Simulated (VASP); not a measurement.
AlRu4: relaxation of cell and atoms with PBE

The system is AlRu4.

```
Al Ru
1.0
     2.70000    0.00000    0.00000
    -1.35000    2.33827    0.00000
     0.00000    0.00000   10.45000
Al Ru
1 4
Direct
  0.00000 0.00000 0.00000
  0.33333 0.66667 0.20000
  0.66667 0.33333 0.80000
  0.66667 0.33333 0.40000
  0.33333 0.66667 0.60000
```

```
Program                : VASP 6.6.1
Task                   : relaxation of cell and atoms
Functional             : PBE
Potentials or basis    : VASP PAW PBE potentials, release 64 (Al, Ru_pv)
Cutoff                 : 600 eV
k mesh                 : 7 × 7 × 2
Occupations            : gaussian, width 0.2 eV
Spin                   : no spin polarisation
Dipole correction      : no
Further INCAR settings : ALGO = Fast; EDIFF = 1e-06; IBRION = 2; EDIFFG = -0.08; NSW = 36; ISIF = 3
```

```
Relaxed volume                         : 13.86 Å³/atom
Relaxed cell                           : a = 2.754 Å, b = 2.754 Å, c = 10.548 Å, α = 90.00°, β = 90.00°, γ = 120.00°
Space group after relaxing (to 0.05 Å) : P-3m1 (No. 164)
Energy gained by relaxing              : 30.8 meV/atom
Ionic steps                            : 7
Pressure after relaxing                : 0.3 GPa
Largest force after relaxing           : 0.069 eV/Å
```

Forces in eV/Å, atoms in the order of the input:
```
Al   0.000  0.000  0.000
Ru   0.000  0.000  0.038
Ru   0.000  0.000 -0.038
Ru   0.000  0.000  0.069
Ru   0.000  0.000 -0.069
```

Stress tensor (GPa, compression positive):
```
0.14 0.00 0.00
0.00 0.14 0.00
0.00 0.00 0.57
```

The path:
```csv
step,energy change (eV),largest force (eV/Å),pressure (GPa),volume (Å³)
1,0.0000,0.2082,14.76,65.97
2,0.5988,0.4981,-23.93,78.27
3,-0.1506,0.1314,-0.77,69.52
4,-0.1508,0.1335,-0.18,69.36
5,-0.1508,0.1344,0.10,69.29
6,-0.1540,0.0476,0.32,69.29
7,-0.1542,0.0690,0.28,69.29
```

Final structure:
```yaml
crystal:
  lattice:
    - [2.75422, 0.00000, 0.00000]
    - [-1.37711, 2.38522, 0.00000]
    - [0.00000, 0.00000, 10.54770]
  atoms:
    - { symbol: Al, position: [0.00000, 0.00000, 0.00000] }
    - { symbol: Ru, position: [0.33333, 0.66667, 0.20000] }
    - { symbol: Ru, position: [0.66667, 0.33333, 0.80000] }
    - { symbol: Ru, position: [0.66667, 0.33333, 0.40071] }
    - { symbol: Ru, position: [0.33333, 0.66667, 0.59929] }
```

Levels at points of the mesh, in eV from the Fermi level:
| k point | band 27 | band 28 | band 29 | band 30 | band 31 | band 32 |
| --- | --- | --- | --- | --- | --- | --- |
| (0.00, 0.00, 0.00) | -1.99 | -1.38 | -0.98 | -0.98 | -0.15 | 0.01 |
| (0.00, 0.00, 0.50) | -1.99 | -1.99 | -0.97 | -0.97 | -0.03 | -0.03 |

It took 2.2 min on 1 thread of Intel(R) Xeon(R) 6975P-C (Granite Rapids), with other jobs on the host, peak memory 0.23 GiB.

Caveat: the k points lie up to 0.38 Å⁻¹ apart in the final cell; the relaxation stopped at a loose force limit of 0.08 eV/Å, so its end isn't a converged minimum.
